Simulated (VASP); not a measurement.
Runs of VASP 6.6.1 on Ag. The structure is that of space group Fm-3m (No. 225), or close to it. The cells are those of the table. 

```tsv
cell	gap on the mesh (eV)	pressure (GPa)
a = 2.902 Å, angles 60.0°, 1 atom	none	(a)
a = 2.883 Å, angles 60.0°, 1 atom	none	2.4
a = 2.940 Å, angles 60.0°, 1 atom	none	-3.5
a = 2.921 Å, angles 60.0°, 1 atom	none	-1.8
a = 2.863 Å, angles 60.0°, 1 atom	none	(b)
```

Alike in all rows: task electric field gradients; level r2SCAN; potentials or basis VASP PAW PBE potentials, release 64 (Ag); no spin polarisation; k mesh 14 × 14 × 14; cutoff (eV) 520; smearing fermi-dirac 0.05 eV.

Question: Fill in the values left out.

Answer: (a) 0.1; (b) 4.9.

Caveats: the PAW data sets were made with another functional, which shifts forces and pressure a little; the cell stands under tension (at least some runs); the cell stands under pressure (at least some runs).

A k mesh can miss the band edges, and the runs leave out spin-orbit coupling on Ag.

A gap of «none» marks levels without a gap at the run's occupations.
